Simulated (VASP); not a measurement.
# W (Im-3m) in VASP: notebook

Runs on W. Level: PBE. Tasks: single point, relaxation of cell and atoms.

All numbers are computed with VASP 6.6.1; they aren't measurements. Logs are shortened: lines on timing, memory, paths and dates and some standing lists are left out, and cuts for length are marked.

## Step 1: The cell of the first run

The structure is cubic, space group Im-3m (No. 229). The conventional cell has a = 3.183 Å, b = 3.183 Å, c = 3.183 Å, α = 90.00°, β = 90.00°, γ = 90.00°. W (site symmetry m-3m) has 14 W at 2.76 to 3.18 Å within 3.6 Å.

## Step 2: Single point, PBE

The input, INCAR:

```
ALGO     = Normal         # electronic algorithm
EDIFF    = 1E-6           # SCF threshold, eV
ENCUT    = 500            # plane-wave cutoff, eV
GGA      = PE             # functional
GGA_COMPAT= False        
ISIF     = 2              # what is computed and relaxed
ISMEAR   = -1             # smearing method
LASPH    = True           # aspherical terms in the spheres
LCHARG   = True           # write CHGCAR
LELF     = True           # ELF
LREAL    = False          # projectors in reciprocal space
LVHAR    = True         
LWAVE    = False          # write WAVECAR
NBANDS   = 13             # bands
NELM     = 120            # most SCF steps
PREC     = Accurate       # precision mode
SIGMA    = 0.1            # smearing width, eV
```

The input, KPOINTS:

```
k-points
0
Gamma
  13 13 13
```

The input, POSCAR:

```
W
1.0
   -1.5914589860      1.5914589860      1.5914589860
    1.5914589860     -1.5914589860      1.5914589860
    1.5914589860      1.5914589860     -1.5914589860
W
1
Direct
    0.0000000000      0.0000000000      0.0000000000
```

Potentials or basis: VASP PAW PBE potentials, release 64 (W_sv).

Run with:

```
$ cat potpaw_PBE.64/W_sv/POTCAR > POTCAR
$ mpirun -np 1 vasp_std > vasp.out
```

OUTCAR:

```text
EDIFF = 1E-6
   ENCUT = 500
   GGA = PE
   ISIF = 2
   ISMEAR = -1
   LASPH = True
   LREAL = False
   NELM = 120
   PREC = Accurate

 ion  position               nearest neighbor table
   1  0.000  0.000  0.000-

  LATTYP: Found a body centered cubic cell.
 ALAT       =     3.1829179720

  Lattice vectors:

 A1 = (  -1.5914589860,   1.5914589860,   1.5914589860)
 A2 = (   1.5914589860,  -1.5914589860,   1.5914589860)
 A3 = (   1.5914589860,   1.5914589860,  -1.5914589860)

Analysis of symmetry for initial positions (statically):
=====================================================================
 Subroutine PRICEL returns:
 Original cell was already a primitive cell.

 Routine SETGRP: Setting up the symmetry group for a
 body centered cubic supercell.

 Subroutine GETGRP returns: Found 48 space group operations
 (whereof 48 operations were pure point group operations)
 out of a pool of 48 trial point group operations.

The static configuration has the point symmetry O_h .

Analysis of symmetry for dynamics (positions and initial velocities):
=====================================================================
 Subroutine PRICEL returns:
 Original cell was already a primitive cell.

 Routine SETGRP: Setting up the symmetry group for a
 body centered cubic supercell.

 Subroutine GETGRP returns: Found 48 space group operations
 (whereof 48 operations were pure point group operations)
 out of a pool of 48 trial point group operations.

The dynamic configuration has the point symmetry O_h .

 Subroutine INISYM returns: Found 48 space group operations
 (whereof 48 operations are pure point group operations),
 and found     1 'primitive' translations

----------------------------------------------------------------------------------------

                                     Primitive cell

  volume of cell :      16.1230

  direct lattice vectors                    reciprocal lattice vectors
    -1.591458986  1.591458986  1.591458986     0.000000000  0.314177119  0.314177119
     1.591458986 -1.591458986  1.591458986     0.314177119  0.000000000  0.314177119
     1.591458986  1.591458986 -1.591458986     0.314177119  0.314177119  0.000000000

  length of vectors
     2.756487822  2.756487822  2.756487822     0.444313543  0.444313543  0.444313543

  position of ions in fractional coordinates (direct lattice)
     0.000000000  0.000000000  0.000000000

  ion indices of the primitive-cell ions
   primitive index   ion index
                 1           1

----------------------------------------------------------------------------------------

 KPOINTS: k-points

Automatic generation of k-mesh.
 Grid dimensions read from file:
 generate k-points for:   13   13   13

 Generating k-lattice:

  Cartesian coordinates                     Fractional coordinates (reciprocal lattice)
     0.000000000  0.024167471  0.024167471     0.076923077  0.000000000  0.000000000
     0.024167471  0.000000000  0.024167471     0.000000000  0.076923077  0.000000000
     0.024167471  0.024167471  0.000000000     0.000000000  0.000000000  0.076923077

  Length of vectors
     0.034177965  0.034177965  0.034177965

  Shift w.r.t. Gamma in fractional coordinates (k-lattice)
     0.000000000  0.000000000  0.000000000

 Subroutine IBZKPT returns following result:
 ===========================================

 Found     84 irreducible k-points:

 Following reciprocal coordinates:
            Coordinates               Weight
  0.000000  0.000000  0.000000      1.000000
  0.076923  0.000000  0.000000     12.000000
  0.153846  0.000000  0.000000     12.000000
  0.230769  0.000000  0.000000     12.000000
  0.307692  0.000000  0.000000     12.000000
  0.384615  0.000000  0.000000     12.000000
[... 16 lines left out ...]
  0.153846  0.076923  0.076923     24.000000
  0.230769  0.076923  0.076923     24.000000
 [... further k-points ...]
   k-points           NKPTS =     84   k-points in BZ     NKDIM =     84   number of bands    NBANDS=     13
   number of dos      NEDOS =    301   number of ions     NIONS =      1
   total plane-waves  NPLWV =   8000
   dimension x,y,z NGX =    20 NGY =   20 NGZ =   20
   dimension x,y,z NGXF=    40 NGYF=   40 NGZF=   40
   ions per type =               1
   NGX,Y,Z   is equivalent  to a cutoff of  12.06, 12.06, 12.06 a.u.
   NGXF,Y,Z  is equivalent  to a cutoff of  24.12, 24.12, 24.12 a.u.
 SYSTEM =  unknown system
   PREC   = accura    normal or accurate (medium, high low for compatibility)
   ISTART =      0    job   : 0-new  1-cont  2-samecut
   ICHARG =      2    charge: 1-file 2-atom 10-const
   ISPIN  =      1    spin polarized calculation?
   LNONCOLLINEAR =      F non collinear calculations
   LSORBIT =      F    spin-orbit coupling
   LASPH  =      T    aspherical Exc in radial PAW
   ENCUT  =  500.0 eV  36.75 Ry    6.06 a.u.   5.03  5.03  5.03*2*pi/ulx,y,z
   NELM   =    120;   NELMIN=  2; NELMDL= -5     # of ELM steps
   EDIFF  = 0.1E-05   stopping-criterion for ELM
   LREAL  =      F    real-space projection
   EDIFFG = 0.1E-04   stopping-criterion for IOM
   NSW    =      0    number of steps for IOM
   IBRION =     -1    ionic relax: 0-MD 1-quasi-New 2-CG
   NFREE  =      0    steps in history (QN), initial steepest desc. (CG)
   ISIF   =      2    stress and relaxation
   ISYM   =      2    0-nonsym 1-usesym 2-fastsym
   POTIM  = 0.5000    time-step for ionic-motion
   TEBEG  =    0.0;   TEEND  =   0.0 temperature during run
   PSTRESS=    0.0 pullay stress
   NELECT =      14.0000    total number of electrons
   NUPDOWN=      -1.0000    fix difference up-down
   EMIN   =  10.00;   EMAX   =-10.00  energy-range for DOS
   EFERMI =   0.00;   METHOD = LEGACY
   ISMEAR =    -1;   SIGMA  =   0.10  broadening in eV -4-tet -1-fermi 0-gaus
   EFERMI_NEDOS =   21; number of points for ismear=-14 and -15
   IALGO  =     38    algorithm
   IMIX   =      4    mixing-type and parameters
     AMIX     =   0.40;   BMIX     =  1.00
     AMIX_MAG =   1.60;   BMIX_MAG =  1.00
  volume/ion in A,a.u.               =      16.12       108.80
  Fermi-wavevector in a.u.,A,eV,Ry     =   1.561836  2.951442 33.189117  2.439331
  Thomas-Fermi vector in A             =   2.664843
   LORBIT       =      0    0 simple, 1 ext, 2 COOP (PROOUT), +10 PAW based schemes
   GGA     = PE    functional components
   LHFCALC =     F    Hartree Fock is set to
   AEXX    =    0.0000 exact exchange contribution
   IVDW    =     0    specifies the selected vdW correction
   LEPSILON=     F    determine dielectric tensor
   LRPA    =     F    only Hartree local field effects (RPA)
 non-spin polarized calculation
  energy-cutoff  :      500.00
  volume of cell :       16.12
 maximum number of plane-waves:       420
   NGX =  9   NGY =  9   NGZ =  9

 number of electron      14.0000001 magnetization

 Free energy of the ion-electron system (eV)
  ---------------------------------------------------
  ext. energy  EPLUGINS =         0.00000000
  ---------------------------------------------------
  free energy    TOTEN  =       -12.97219833 eV

  energy without entropy =      -12.96203617  energy(sigma->0) =      -12.96711725

 E-fermi :  11.2155     XC(G=0): -13.5446

 val. band max:       11.0860530763   @ k =  -0.3077   0.3077   0.2308
 cond. band min:      11.2617146378   @ k =  -0.4615   0.4615   0.2308
 fundamental gap:      0.1756615615
 Fermi energy:        11.2154503086

 k-point     1 :       0.0000    0.0000    0.0000
  band No.  band energies     occupation
      1     -63.0042      2.00000
      2     -26.5907      2.00000
      3     -26.5907      2.00000
      4     -26.5907      2.00000
      5       1.6562      2.00000
      6       9.9998      1.99999
      7       9.9998      1.99999
      8       9.9998      1.99999
      9      13.4218      0.00000
     10      13.4218      0.00000
     11      25.6775      0.00000
     12      25.6775      0.00000
     13      25.6775      0.00000

 k-point     2 :       0.0769    0.0000    0.0000
  band No.  band energies     occupation
      1     -62.9972      2.00000
      2     -26.6659      2.00000
      3     -26.6143      2.00000
      4     -26.5911      2.00000
      5       1.9355      2.00000
      6       9.8317      2.00000
      7       9.9577      1.99999
      8      10.2697      1.99984
      9      13.1657      0.00000
     10      13.4245      0.00000
     11      25.9094      0.00000
     12      26.1534      0.00000
     13      26.3407      0.00000

 k-point     3 :       0.1538    0.0000    0.0000
  band No.  band energies     occupation
      1     -62.9776      2.00000
      2     -26.8702      2.00000
      3     -26.6790      2.00000
      4     -26.5920      2.00000
      5       2.7128      2.00000
      6       9.3984      2.00000
      7       9.7535      2.00000
      8      11.0626      1.64351
      9      12.7757      0.00000
     10      13.4564      0.00000
     11      26.3484      0.00000
     12      27.5039      0.00000
     13      27.7300      0.00000
[... 305 lines left out ...]
 k-point    23 :       0.1538    0.0769    0.0769
  band No.  band energies     occupation
      1     -62.9411      2.00000
      2     -27.2420      2.00000
      3     -26.7396      2.00000
      4     -26.6506      2.00000
      5       4.2469      2.00000
      6       8.6610      2.00000
      7       8.8281      2.00000
      8      13.0156      0.00000
      9      13.3736      0.00000
     10      13.5000      0.00000
     11      26.8163      0.00000
     12      27.7378      0.00000
     13      28.3048      0.00000

 k-point    24 :       0.2308    0.0769    0.0769
  band No.  band energies     occupation
      1     -62.9144      2.00000
      2     -27.4633      2.00000
      3     -26.8597      2.00000
      4     -26.6574      2.00000
      5       5.2210      2.00000
      6       8.1951      2.00000
      7       8.8346      2.00000
      8      13.1900      0.00000
      9      13.8184      0.00000
     10      15.1025      0.00000
     11      25.4385      0.00000
     12      25.6499      0.00000
     13      29.4285      0.00000

 [... further k-points ...]
[... 5 lines left out ...]
  --------------------------------------------------------------------------------------
  -------------------------------------------------------------------------------------
  Total        0.0502583      0.0502583      0.0502583     -0.0000000     -0.0000000      0.0000000
  in kB        4.9942725      4.9942725      4.9942725     -0.0000000     -0.0000000      0.0000000
  external PRESSURE =       4.9942725 kB  Pullay stress =       0.0000000 kB

 VOLUME and BASIS-vectors are now :
 -----------------------------------------------------------------------------
  energy-cutoff  :      500.00
  volume of cell :       16.12
      direct lattice vectors                 reciprocal lattice vectors
    -1.591458986  1.591458986  1.591458986     0.000000000  0.314177119  0.314177119
     1.591458986 -1.591458986  1.591458986     0.314177119  0.000000000  0.314177119
     1.591458986  1.591458986 -1.591458986     0.314177119  0.314177119  0.000000000

 POSITION                                       TOTAL-FORCE (eV/Angst)
 -----------------------------------------------------------------------------------
      0.00000      0.00000      0.00000         0.000000     -0.000000      0.000000
 -----------------------------------------------------------------------------------
    total drift:                                0.000000     -0.000000      0.000000

  FREE ENERGIE OF THE ION-ELECTRON SYSTEM (eV)
  ---------------------------------------------------
  free  energy   TOTEN  =       -12.9721983289 eV

  energy  without entropy=      -12.9620361659  energy(sigma->0) =      -12.96711725
```

Run time: 6 s. Hardware: 1 thread of Intel Xeon 6975P-C (Granite Rapids), shared host; peak memory 0.13 GiB.

What came out:

* Free energy: -12.9722 eV
* Pressure: 0.5 GPa
* Band gap on the k mesh: zero (bands 7 and 8 overlap by 5.61 eV)

Caveat: spin-orbit coupling is left out, which moves the levels of the heavy elements.

## Step 3: Single point, PBE

The input, INCAR:

```
SYSTEM = W
PREC = Accurate
ENCUT = 500
EDIFF = 1E-6
ISMEAR = -1
SIGMA = 0.1
LREAL = .False.
LASPH = .True.
NELM = 120
ALGO = Normal
ISIF = 2
LWAVE = .False.
LCHARG = .False.
GGA = PE
NBANDS = 13
GGA_COMPAT = .False.
```

The input, KPOINTS:

```
Automatic mesh
0
Gamma
  13 13 13
  0 0 0
```

The input, POSCAR:

```
W
1.0
   -1.5914589859      1.5914589859      1.5914589859
    1.5914589859     -1.5914589859      1.5914589859
    1.5914589859      1.5914589859     -1.5914589859
W
1
Direct
    0.0000000000      0.0000000000      0.0000000000
```

Potentials or basis: VASP PAW PBE potentials, release 64 (W_sv).

Run with:

```
$ cat potpaw_PBE.64/W_sv/POTCAR > POTCAR
$ mpirun -np 1 vasp_std > vasp.out
```

It took 5.4 s on 1 thread of Intel Xeon 6975P-C (Granite Rapids), shared host; peak memory 0.13 GiB.

The run converged. Its results:

* Free energy: -12.9722 eV
* Pressure: 0.5 GPa
* Band gap on the k mesh: zero (bands 7 and 8 overlap by 5.61 eV)

Levels at points of the mesh, in eV from the Fermi level:
```csv
k point,band 3,band 4,band 5,band 6,band 7,band 8,band 9,band 10,band 11,band 12
"(0.00, 0.00, 0.00)",-37.81,-37.81,-9.56,-1.22,-1.22,-1.22,2.21,2.21,14.46,14.46
```

Caveat: spin-orbit coupling is left out, which moves the levels of the heavy elements.

(Continued in part 2 of 2.)
